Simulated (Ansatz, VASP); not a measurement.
WC in VASP and in Ansatz

```xyz
2
Lattice="2.9065 0.0000 0.0000 -1.4532 2.5171 0.0000 0.0000 0.0000 2.8366" Properties=species:S:1:pos:R:3 pbc="T T T"
W     0.0000    0.0000    0.0000
C     1.4533    0.8390    1.4183
```

Alike in both runs: task relaxation of cell and atoms; functional PBE; dispersion D3(BJ); k mesh 11 × 11 × 9; occupations fermi-dirac, width 0.05 eV; no spin polarisation.

```csv
,VASP,Ansatz
version,VASP 6.6.1,Ansatz 0.2.0
potentials or method,"VASP PAW PBE potentials, release 64 (W_sv, C)","plane waves, PAW"
plane-wave cutoff (eV),600,420
valence electrons in the cell,18,18
```

Ansatz gave:

- relaxed volume (Å³/atom): 10.33
- relaxed length of the cell vector where the two differ most in proportion (Å): 2.831

Q: Which values does VASP return?

A: Relaxed volume (Å³/atom): 10.36; relaxed length of the cell vector where the two differ most in proportion (Å): 2.834.

Neither program's run includes spin-orbit coupling.
